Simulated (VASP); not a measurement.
**Rb: single point with PBE**

Rb:

```
Rb
1.0
     0.00000    3.63988    3.63988
     3.63988    0.00000    3.63988
     3.63988    3.63988    0.00000
Rb
1
Direct
  0.64200 0.95700 0.30600
```

```json
{
 "Program": "VASP 6.6.1",
 "Task": "single point",
 "Functional": "PBE",
 "Potentials or basis": "VASP PAW PBE potentials, release 64 (Rb_sv)",
 "Cutoff": "520 eV",
 "k mesh": "4 × 4 × 4",
 "Occupations": "fermi-dirac, width 0.136057 eV",
 "Spin": "no spin polarisation",
 "Dipole correction": "no",
 "Further INCAR settings": "ALGO = Fast; EDIFF = 1e-06; NBANDS = 10"
}
```

```
Pressure : -0.1 GPa
```

Levels at points of the mesh, in eV from the Fermi level:
| k point | band 1 | band 2 | band 3 | band 4 | band 5 | band 6 | band 7 | band 8 | band 9 |
| --- | --- | --- | --- | --- | --- | --- | --- | --- | --- |
| (0.00, 0.00, 0.00) | -28.96 | -13.01 | -13.01 | -13.01 | -1.93 | 3.51 | 3.51 | 3.51 | 4.79 |
| (0.50, 0.00, 0.00) | -28.95 | -13.08 | -13.02 | -13.02 | 0.11 | 0.59 | 3.31 | 3.31 | 5.34 |
| (0.50, 0.50, 0.00) | -28.95 | -13.08 | -13.03 | -13.03 | 0.62 | 1.30 | 1.81 | 4.27 | 4.27 |

Run time: 16 s on 1 thread of Intel Xeon 8259CL, with other jobs on the host, peak memory 0.22 GiB.

Caveat: the k points lie up to 0.37 Å⁻¹ apart.
